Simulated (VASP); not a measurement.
# Sc18Pt in VASP: a series of runs

The runs below take Sc18Pt through single point, with PBE+D3(BJ).

All numbers are computed with VASP 6.6.1; they aren't measurements. Logs are shortened: lines on timing, memory, paths and dates and some standing lists are left out, and cuts for length are marked.

## 1. The cell of the first run

The cell holds a slab with vacuum, 19 atoms: a = 6.620 Å, b = 9.930 Å, c = 16.276 Å, α = 90.00°, β = 90.00°, γ = 60.00°.

## 2. Single point, PBE+D3(BJ)

File INCAR:

```
SYSTEM = Sc18Pt
ALGO = Normal
EDIFF = 1E-6
ENCUT = 520
GGA = PE
ISIF = 2
ISMEAR = -1
IVDW = 12
LASPH = .TRUE.
LCHARG = .FALSE.
LREAL = Auto
LWAVE = .FALSE.
NBANDS = 119
NELM = 80
PREC = Accurate
SIGMA = 0.05
```

File KPOINTS:

```
k-points
0
G
  3 2 1
  0 0 0
```

File POSCAR:

```
Sc18Pt
1.0
    6.6200000000      0.0000000000      0.0000000000
    4.9650000000      8.5996320000      0.0000000000
    0.0000000000      0.0000000000     16.2761400000
Sc Pt
18 1
Direct
    0.0000000000      0.0000000000      0.0614396288
    0.5000000000      0.0000000000      0.0614396288
    0.0000000000      0.3333333333      0.0614396288
    0.5000000000      0.3333333333      0.0614396288
    0.0000000000      0.6666666667      0.0614396288
    0.5000000000      0.6666666667      0.0614396288
   -0.1651315267      0.2223342813      0.2126680527
    0.3330971249      0.2215019201      0.2126000391
   -0.1650208273      0.5550229359      0.2152812030
    0.3350066069      0.5525001535      0.2170979114
   -0.1623147092      0.8834876888      0.2101745868
    0.3369779648      0.8845550600      0.2112927881
    0.0021544087     -0.0052326658      0.3619106864
    0.5074750908     -0.0048747435      0.3623808225
    0.0033235007      0.3313134795      0.3658604559
    0.5121300104      0.3174059076      0.3732424273
   -0.0027280687      0.6676841521      0.3717587217
    0.5081486561      0.6603780255      0.3688404007
    0.6944988703      0.0768681730      0.4729228183
```

Potentials or basis: VASP PAW PBE potentials, release 64 (Sc_sv, Pt).

On the command line:

```
> cat potpaw_PBE.64/Sc_sv/POTCAR potpaw_PBE.64/Pt/POTCAR > POTCAR
> mpirun -np 1 vasp_std > vasp.out
```

OUTCAR:

```text
SYSTEM = Sc18Pt
   EDIFF = 1E-6
   ENCUT = 520
   GGA = PE
   ISIF = 2
   ISMEAR = -1
   IVDW = 12
   LASPH = .TRUE.
   LREAL = Auto
   NELM = 80
   PREC = Accurate
 IVDW          = 12

 ion  position               nearest neighbor table
   1  0.000  0.000  0.061-  11 3.10  12 3.11   7 3.12   5 3.31   3 3.31   6 3.31   4 3.31   2 3.31
                             2 3.31
   2  0.500  0.000  0.061-  11 3.10  12 3.11   8 3.11   6 3.31   4 3.31   5 3.31   3 3.31   1 3.31
                             1 3.31
   3  0.000  0.333  0.061-   7 3.11   8 3.11   9 3.15   1 3.31   2 3.31   6 3.31   5 3.31   4 3.31
                             4 3.31
   4  0.500  0.333  0.061-   8 3.12   7 3.12  10 3.16   2 3.31   1 3.31   5 3.31   6 3.31   3 3.31
                             3 3.31
   5  0.000  0.667  0.061-  11 3.06   9 3.15  10 3.18   1 3.31   2 3.31   4 3.31   3 3.31   6 3.31
                             6 3.31
   6  0.500  0.667  0.061-  12 3.08   9 3.16  10 3.18   2 3.31   1 3.31   3 3.31   4 3.31   5 3.31
                             5 3.31
   7  0.835  0.222  0.213-   3 3.11   1 3.12  13 3.12   4 3.12  15 3.14  16 3.20   8 3.29  10 3.29
                             9 3.30   8 3.33  12 3.34  11 3.36
   8  0.333  0.222  0.213-   2 3.11   3 3.11  14 3.12   4 3.12  15 3.13  16 3.21  10 3.29   7 3.29
                             9 3.31   7 3.33  12 3.33  11 3.35
   9  0.835  0.555  0.215-  15 3.12  18 3.12   5 3.15   3 3.15   6 3.16  17 3.18  11 3.27  12 3.29
[... 4 lines left out ...]
                            12 3.31  12 3.31   8 3.35   7 3.36
  12  0.337  0.885  0.211-   6 3.08   2 3.11   1 3.11  13 3.11  14 3.13  18 3.21   9 3.29  10 3.31
                            11 3.31  11 3.31   8 3.33   7 3.34
  13  0.002  0.995  0.362-  19 2.53  12 3.11  11 3.12   7 3.12  16 3.23  17 3.27  14 3.27  18 3.34
                            15 3.35  14 3.35
  14  0.507  0.995  0.362-  19 2.54  11 3.12   8 3.12  12 3.13  16 3.22  17 3.25  13 3.27  18 3.32
                            15 3.34  13 3.35
  15  0.003  0.331  0.366-   9 3.12   8 3.13   7 3.14  18 3.27  16 3.30  17 3.32  16 3.33  14 3.34
                            13 3.35
  16  0.512  0.317  0.373-  19 2.63   7 3.20   8 3.21  14 3.22  13 3.23  10 3.25  15 3.30  15 3.33
                            18 3.39
  17  0.997  0.668  0.372-  10 3.18   9 3.18  11 3.22  14 3.25  13 3.27  18 3.28  15 3.32  18 3.35

  18  0.508  0.660  0.369-   9 3.12  10 3.13  12 3.21  15 3.27  17 3.28  14 3.32  13 3.34  17 3.35
                            16 3.39
  19  0.694  0.077  0.473-  13 2.53  14 2.54  16 2.63

  LATTYP: Found a simple monoclinic cell.
 ALAT       =     6.6200000000
 B/A-ratio  =     2.4586314199
 C/A-ratio  =     1.3228756170
 COS(beta)  =    -0.1889822420

  Lattice vectors:

 A1 = (   6.6200000000,   0.0000000000,   0.0000000000)
 A2 = (   0.0000000000,   0.0000000000, -16.2761400000)
 A3 = (  -1.6550000000,   8.5996320000,   0.0000000000)

Analysis of symmetry for initial positions (statically):
=====================================================================
 Subroutine PRICEL returns:
 Original cell was already a primitive cell.

 Routine SETGRP: Setting up the symmetry group for a
 simple monoclinic supercell.

 Subroutine GETGRP returns: Found  1 space group operations
 (whereof  1 operations were pure point group operations)
 out of a pool of  4 trial point group operations.

The static configuration has the point symmetry C_1 .

Analysis of symmetry for dynamics (positions and initial velocities):
=====================================================================
 Subroutine PRICEL returns:
 Original cell was already a primitive cell.

 Routine SETGRP: Setting up the symmetry group for a
 simple monoclinic supercell.

 Subroutine GETGRP returns: Found  1 space group operations
 (whereof  1 operations were pure point group operations)
 out of a pool of  4 trial point group operations.

The dynamic configuration has the point symmetry C_1 .

 Subroutine INISYM returns: Found  1 space group operations
 (whereof  1 operations are pure point group operations),
 and found     1 'primitive' translations

----------------------------------------------------------------------------------------

                                     Primitive cell

  volume of cell :     926.5936

  direct lattice vectors                    reciprocal lattice vectors
[... 79 lines left out ...]
|                                                                             |
|     Your reciprocal lattice and k-lattice belong to different lattice       |
|     classes:                                                                |
|                                                                             |
|        The reciprocal lattice is simple monoclinic,                         |
|        whereas your k-lattice is hexagonal.                                 |
[... 23 lines left out ...]
   NGXF,Y,Z  is equivalent  to a cutoff of  25.11, 26.79, 25.74 a.u.
 SYSTEM =  Sc18Pt
   PREC   = accura    normal or accurate (medium, high low for compatibility)
   ISTART =      0    job   : 0-new  1-cont  2-samecut
   ICHARG =      2    charge: 1-file 2-atom 10-const
   ISPIN  =      1    spin polarized calculation?
   LNONCOLLINEAR =      F non collinear calculations
   LSORBIT =      F    spin-orbit coupling
   LASPH  =      T    aspherical Exc in radial PAW
   ENCUT  =  520.0 eV  38.22 Ry    6.18 a.u.  12.31 18.46 30.26*2*pi/ulx,y,z
   NELM   =     80;   NELMIN=  2; NELMDL= -5     # of ELM steps
   EDIFF  = 0.1E-05   stopping-criterion for ELM
   LREAL  =      T    real-space projection
   EDIFFG = 0.1E-04   stopping-criterion for IOM
   NSW    =      0    number of steps for IOM
   IBRION =     -1    ionic relax: 0-MD 1-quasi-New 2-CG
   NFREE  =      0    steps in history (QN), initial steepest desc. (CG)
   ISIF   =      2    stress and relaxation
   ISYM   =      2    0-nonsym 1-usesym 2-fastsym
   POTIM  = 0.5000    time-step for ionic-motion
   TEBEG  =    0.0;   TEEND  =   0.0 temperature during run
   PSTRESS=    0.0 pullay stress
   NELECT =     208.0000    total number of electrons
   NUPDOWN=      -1.0000    fix difference up-down
   EMIN   =  10.00;   EMAX   =-10.00  energy-range for DOS
   EFERMI =   0.00;   METHOD = LEGACY
   ISMEAR =    -1;   SIGMA  =   0.05  broadening in eV -4-tet -1-fermi 0-gaus
   EFERMI_NEDOS =   21; number of points for ismear=-14 and -15
   IALGO  =     38    algorithm
   IMIX   =      4    mixing-type and parameters
     AMIX     =   0.40;   BMIX     =  1.00
     AMIX_MAG =   1.60;   BMIX_MAG =  1.00
  volume/ion in A,a.u.               =      48.77       329.10
  Fermi-wavevector in a.u.,A,eV,Ry     =   0.994946  1.880175 13.468646  0.989918
  Thomas-Fermi vector in A             =   2.126932
   LORBIT       =      0    0 simple, 1 ext, 2 COOP (PROOUT), +10 PAW based schemes
   GGA     = PE    functional components
   LHFCALC =     F    Hartree Fock is set to
   AEXX    =    0.0000 exact exchange contribution
   IVDW    =    12    specifies the selected vdW correction
   LEPSILON=     F    determine dielectric tensor
   LRPA    =     F    only Hartree local field effects (RPA)
 non-spin polarized calculation
  energy-cutoff  :      520.00
  volume of cell :      926.59
 maximum number of plane-waves:     24981
 NGX is ok and might be reduce to    50
   NGX = 25   NGY = 37   NGZ = 61

 number of electron     208.0000007 magnetization

 Free energy of the ion-electron system (eV)
  ---------------------------------------------------
  ext. energy  EPLUGINS =         0.00000000
  ---------------------------------------------------
  free energy    TOTEN  =      -111.56087633 eV

  energy without entropy =     -111.22509813  energy(sigma->0) =     -111.39298723

 E-fermi :   0.3004     XC(G=0):  -5.9901

 val. band max:        0.2774536739   @ k =   0.0000   0.0000   0.0000
 cond. band min:       0.3094609189   @ k =   0.3333   0.5000   0.0000
 fundamental gap:      0.0320072450
 Fermi energy:         0.3004248277

 k-point     1 :       0.0000    0.0000    0.0000
  band No.  band energies     occupation
      1     -49.4802      2.00000
      2     -49.4318      2.00000
      3     -49.4271      2.00000
      4     -49.4097      2.00000
      5     -49.4082      2.00000
      6     -49.4006      2.00000
[... 465 lines left out ...]
    115       0.7353      0.00033
    116       0.7848      0.00012
 [bands above 116 left out]

------------------------ aborting loop because EDIFF is reached ----------------------------------------

 Edisp (eV)   -5.36708

 E8    (eV) :    -2.6874

  FORCE on cell =-STRESS in cart. coord.  units (eV):
  Direction    XX          YY          ZZ          XY          YZ          ZX
  --------------------------------------------------------------------------------------
  -------------------------------------------------------------------------------------
  Total      -6.25484    -7.88851    -0.10971    -0.03228     0.70507    -0.08199
  in kB     -10.81527   -13.64007    -0.18969    -0.05581     1.21914    -0.14177
  external pressure =       -8.22 kB  Pullay stress =        0.00 kB

 VOLUME and BASIS-vectors are now :
 -----------------------------------------------------------------------------
  energy-cutoff  :      520.00
  volume of cell :      926.59
      direct lattice vectors                 reciprocal lattice vectors
     6.620000000  0.000000000  0.000000000     0.151057402 -0.087213034  0.000000000
     4.965000000  8.599632000  0.000000000     0.000000000  0.116284046  0.000000000
     0.000000000  0.000000000 16.276140000     0.000000000  0.000000000  0.061439629

 POSITION                                       TOTAL-FORCE (eV/Angst)
 -----------------------------------------------------------------------------------
      0.00000      0.00000      1.00000         0.032999     -0.017270     -0.042592
      3.31000      0.00000      1.00000        -0.025692     -0.031824     -0.049792
      1.65500      2.86654      1.00000         0.002861      0.044754      0.034857
      4.96500      2.86654      1.00000         0.003006      0.042321     -0.054493
      3.31000      5.73309      1.00000         0.022676     -0.089389     -0.007699
      6.62000      5.73309      1.00000        -0.019453     -0.046892      0.065161
[... 11 lines left out ...]
      6.64272      5.67901      6.00330         0.000004     -0.004722      0.006183
      4.97923      0.66104      7.69736        -0.004195      0.110196      0.070338
 -----------------------------------------------------------------------------------
    total drift:                               -0.001865     -0.002784     -0.001666

  FREE ENERGIE OF THE ION-ELECTRON SYSTEM (eV)
  ---------------------------------------------------
  free  energy   TOTEN  =      -116.9279520107 eV

  energy  without entropy=     -116.5921738085  energy(sigma->0) =     -116.76006291
```

Wall time 38 min (1 thread of AMD EPYC 7R43 (Zen 3), shared host); peak memory 0.98 GiB.

Results:

```yaml
Free_energy: -116.9280 eV
Largest_force: 0.131 eV/Å
Band_gap_on_the_k_mesh: zero (bands 104 and 105 overlap by 0.05 eV)
Dispersion_energy_per_atom: -0.282 eV
```

Forces on the atoms (eV/Å):
```
Sc   0.033 -0.017 -0.043
Sc  -0.026 -0.032 -0.050
Sc   0.003  0.045  0.035
Sc   0.003  0.042 -0.054
Sc   0.023 -0.089 -0.008
Sc  -0.019 -0.047  0.065
Sc   0.000 -0.001  0.000
Sc  -0.001 -0.003  0.003
Sc  -0.004 -0.005 -0.001
Sc   0.004  0.000 -0.012
Sc  -0.002  0.000  0.006
Sc   0.001  0.002  0.007
Sc   0.009 -0.006 -0.001
Sc  -0.015 -0.011 -0.003
Sc  -0.005 -0.009  0.017
Sc   0.002  0.037 -0.025
Sc  -0.001 -0.012 -0.013
Sc   0.000 -0.005  0.006
Pt  -0.004  0.110  0.070
```

Levels at points of the mesh, in eV from the Fermi level:
```
           k point  band 102  band 103  band 104  band 105  band 106  band 107
(0.00, 0.00, 0.00)     -0.17     -0.12     -0.11     -0.08     -0.02      0.06
(0.00, 0.50, 0.00)     -0.18     -0.13     -0.06      0.08      0.11      0.19
```

Caveat: the k points lie up to 0.37 Å⁻¹ apart; there is no dipole correction, which matters where the two faces differ; spin-orbit coupling is left out, which moves the levels of the heavy elements.

## 3. Single point, PBE+D3(BJ)

File INCAR:

```
  PREC = Accurate
  ENCUT = 520
  EDIFF = 1E-6
  ISMEAR = -1
  SIGMA = 0.05
  LREAL = Auto
  LASPH = True
  NELM = 100
  ALGO = Normal
  ISIF = 2
  LWAVE = False
  LCHARG = True
  GGA = PE
  IVDW = 12
  LELF = True
  LVHAR = True
  NBANDS = 119
```

File KPOINTS:

```
regular mesh
0
Gamma
  3 2 1
```

File POSCAR:

```
Sc18Pt
1.0
    6.6200000000      0.0000000000      0.0000000000
    4.9650000000      8.5996320000      0.0000000000
    0.0000000000      0.0000000000     16.2761400000
Sc Pt
18 1
Direct
    0.0000000000      0.0000000000      0.0614396288
    0.5000000000      0.0000000000      0.0614396288
    0.0000000000      0.3333333333      0.0614396288
    0.5000000000      0.3333333333      0.0614396288
    0.0000000000      0.6666666667      0.0614396288
    0.5000000000      0.6666666667      0.0614396288
   -0.1653020747      0.2203318700      0.2135861451
    0.3332500909      0.2223759110      0.2087870343
   -0.1670852439      0.5566810301      0.2147966901
    0.3329378117      0.5553586479      0.2136934801
   -0.1640436106      0.8884762743      0.2148415411
    0.3299339211      0.8903422844      0.2139591451
    0.0001836442     -0.0000506998      0.3698263839
    0.4998573237      0.0003187346      0.3655106801
    0.0037011267      0.3318683869      0.3655222307
    0.4983040049      0.3325237638      0.3648392063
    0.0035653500      0.6647189089      0.3688952049
    0.4967614495      0.6682612698      0.3664762653
    0.3349459420      0.2217594892      0.4715150521
```

Potentials or basis: VASP PAW PBE potentials, release 64 (Sc_sv, Pt).

On the command line:

```
> cat potpaw_PBE.64/Sc_sv/POTCAR potpaw_PBE.64/Pt/POTCAR > POTCAR
> mpirun -np 1 vasp_std > vasp.out
```

It took 48 min on 1 thread of Intel Xeon 8259CL, shared host; peak memory 1.1 GiB.

It converged, with:

```
Free energy                : -116.9395 eV
Largest force              : 0.100 eV/Å
Band gap on the k mesh     : zero (bands 104 and 105 overlap by 0.06 eV)
Dispersion energy per atom : -0.283 eV
```

Forces on the atoms (eV/Å):
```
Sc  -0.001 -0.007  0.049
Sc   0.001 -0.066 -0.046
Sc  -0.044  0.045 -0.058
Sc   0.044  0.027 -0.086
Sc   0.007 -0.016  0.037
Sc  -0.007  0.016  0.054
Sc   0.001  0.001  0.001
Sc   0.002 -0.001  0.006
Sc  -0.002 -0.002 -0.001
Sc   0.003  0.000  0.000
Sc   0.002  0.000 -0.001
Sc  -0.002 -0.001  0.001
Sc   0.001  0.004  0.008
Sc   0.000 -0.019 -0.008
Sc  -0.019  0.012 -0.009
Sc   0.018  0.009 -0.008
Sc  -0.003 -0.002  0.008
Sc   0.001 -0.001  0.009
Pt  -0.001  0.000  0.044
```

Levels at points of the mesh, in eV from the Fermi level:
```
           k point  band 102  band 103  band 104  band 105  band 106  band 107
(0.00, 0.00, 0.00)     -0.16     -0.13     -0.12     -0.07     -0.04      0.06
(0.00, 0.50, 0.00)     -0.18     -0.12     -0.06      0.07      0.11      0.19
```

Caveat: the k points lie up to 0.37 Å⁻¹ apart; there is no dipole correction, which matters where the two faces differ; spin-orbit coupling is left out, which moves the levels of the heavy elements.

## 4. Single point, PBE+D3(BJ)

File INCAR:

```
SYSTEM = Sc18Pt
PREC = Accurate
ENCUT = 520
EDIFF = 1E-7
ISMEAR = -1
SIGMA = 0.05
LREAL = Auto
LASPH = .TRUE.
NELM = 80
ALGO = Normal
ISIF = 2
LWAVE = .FALSE.
LCHARG = .FALSE.
GGA = PE
IVDW = 12
NBANDS = 119
```

File KPOINTS:

```
regular mesh
0
G
  3 2 1
  0 0 0
```

File POSCAR:

```
Sc18Pt
1.0
    6.6200000000      0.0000000000      0.0000000000
    4.9650000000      8.5996320000      0.0000000000
    0.0000000000      0.0000000000     16.2761400000
Sc Pt
18 1
Direct
    0.0000000000      0.0000000000      0.0614396288
    0.5000000000      0.0000000000      0.0614396288
    0.0000000000      0.3333333333      0.0614396288
    0.5000000000      0.3333333333      0.0614396288
    0.0000000000      0.6666666667      0.0614396288
    0.5000000000      0.6666666667      0.0614396288
   -0.1618626887      0.2223091639      0.2138969682
    0.3283665384      0.2243447161      0.2102437679
   -0.1677243116      0.5544547720      0.2170031715
    0.3294265499      0.5582729587      0.2118586471
   -0.1694445757      0.8895976014      0.2125381079
    0.3261064595      0.8893339855      0.2139354908
   -0.0339088698      0.0106853410      0.3751973134
    0.4900009955      0.0017865881      0.3620055492
    0.0105770119      0.3298022520      0.3732858651
    0.4959282354      0.3378991101      0.3612291981
   -0.0044005136      0.6702512387      0.3658772903
    0.4949522435      0.6663301406      0.3685076437
    0.5887083120      0.1375558861      0.4721859728
```

On the command line:

```
> cat potpaw_PBE.64/Sc_sv/POTCAR potpaw_PBE.64/Pt/POTCAR > POTCAR
> mpirun -np 1 vasp_std > vasp.out
```

Wall time 50 min (1 thread of Intel Xeon 8259CL, shared host); peak memory 1.1 GiB.

The run converged. Its results:

```
Free energy                : -116.9075 eV
Largest force              : 0.154 eV/Å
Band gap on the k mesh     : zero (bands 104 and 105 overlap by 0.07 eV)
Dispersion energy per atom : -0.282 eV
```

Forces on the atoms (eV/Å):
```
Sc   0.022 -0.015 -0.031
Sc  -0.084 -0.034 -0.012
Sc  -0.026  0.059 -0.046
Sc   0.043  0.037 -0.044
Sc  -0.010 -0.030  0.040
Sc  -0.007  0.021  0.049
Sc  -0.005  0.003 -0.002
Sc  -0.007  0.002  0.004
Sc  -0.002  0.002 -0.003
Sc  -0.001  0.000  0.002
Sc  -0.002  0.000 -0.002
Sc   0.002  0.000 -0.001
Sc   0.017 -0.008 -0.010
Sc  -0.023 -0.009 -0.019
Sc  -0.018  0.010 -0.010
Sc  -0.007  0.024 -0.015
Sc  -0.009  0.004  0.011
Sc   0.001 -0.005  0.005
Pt   0.113 -0.062  0.084
```

Levels at points of the mesh, in eV from the Fermi level:
| k point | band 100 | band 101 | band 102 | band 103 | band 104 | band 105 | band 106 | band 107 | band 108 | band 109 |
| --- | --- | --- | --- | --- | --- | --- | --- | --- | --- | --- |
| (0.00, 0.00, 0.00) | -0.19 | -0.18 | -0.15 | -0.12 | -0.10 | -0.09 | -0.03 | 0.07 | 0.27 | 0.28 |
| (0.00, 0.50, 0.00) | -0.19 | -0.19 | -0.17 | -0.13 | -0.07 | 0.07 | 0.11 | 0.19 | 0.27 | 0.28 |

Caveat: the k points lie up to 0.37 Å⁻¹ apart; there is no dipole correction, which matters where the two faces differ; spin-orbit coupling is left out, which moves the levels of the heavy elements.

## 5. Summary

| cell | gap on the mesh (eV) | largest force (eV/Å) |
| --- | --- | --- |
| as given, atomic positions A | none | 0.13 |
| as given, atomic positions B | none | 0.10 |
| as given, atomic positions C | none | 0.15 |

Alike in all rows: task single point; level PBE+D3(BJ); potentials or basis VASP PAW PBE potentials, release 64 (Sc_sv, Pt); no spin polarisation; k mesh 3 × 2 × 1; cutoff (eV) 520; smearing fermi-dirac 0.05 eV.

Caveats: all runs use coarse meshes; there is no dipole correction, which matters where the two faces differ; spin-orbit coupling is left out, which moves the levels of the heavy elements.

Absolute energies hang on the potentials; compare differences alone.

The gap in the log of VASP goes by the Fermi energy; the results here count the filled bands.